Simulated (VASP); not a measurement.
Here is a VASP 6.6.1 calculation.

Contents of INCAR:

```
PREC     = Accurate       # precision mode
ENCUT    = 520            # plane-wave cutoff, eV
EDIFF    = 1E-8           # SCF threshold, eV
ISMEAR   = -1             # smearing method
SIGMA    = 0.03           # smearing width, eV
LREAL    = F              # projectors in reciprocal space
LASPH    = T              # aspherical terms in the spheres
NELM     = 80             # most SCF steps
ALGO     = Normal         # electronic algorithm
ISIF     = 2              # what is computed and relaxed
LWAVE    = F              # write WAVECAR
LCHARG   = F              # write CHGCAR
LEFG     = T            
NBANDS   = 12             # bands
```

Contents of KPOINTS:

```
regular mesh
0
Gamma
  12 12 7
```

The input POSCAR:

```
Sb
1.0
    3.3690001795     -0.0168450009     -0.0168450009
   -1.6990882885      2.9260622412     -0.0061656983
   -0.0266500000     -0.0266500000      5.3300000000
Sb
2
Direct
    0.3333333333      0.6666666667      0.2500000000
    0.6666666667      0.3333333333      0.7500000000
```

Potentials or basis: VASP PAW LDA potentials, release 64 (Sb).

Command:

```console
$ cat potpaw_LDA.64/Sb/POTCAR > POTCAR
$ mpirun -np 1 vasp_std > vasp.out
```

Task: What does it give for the pressure?

Result: -1.3 GPa.

Task: Estimate the largest force.

Result: 0.017 eV/Å.

Task: Estimate the band gap on the k mesh.

Result: Zero (bands 5 and 6 overlap by 6.80 eV).

Forces on the atoms (eV/Å):
```
Sb   0.017 -0.001  0.000
Sb  -0.017  0.001  0.000
```

Caveat: the cell differs from its parent crystal (equal xy, yz and zx shear strains of -1 %); without QUAD_EFG the Cq values of the log hold for a quadrupole moment of 1 mb, not for the nuclei; spin-orbit coupling is left out, which moves the levels of the heavy elements.
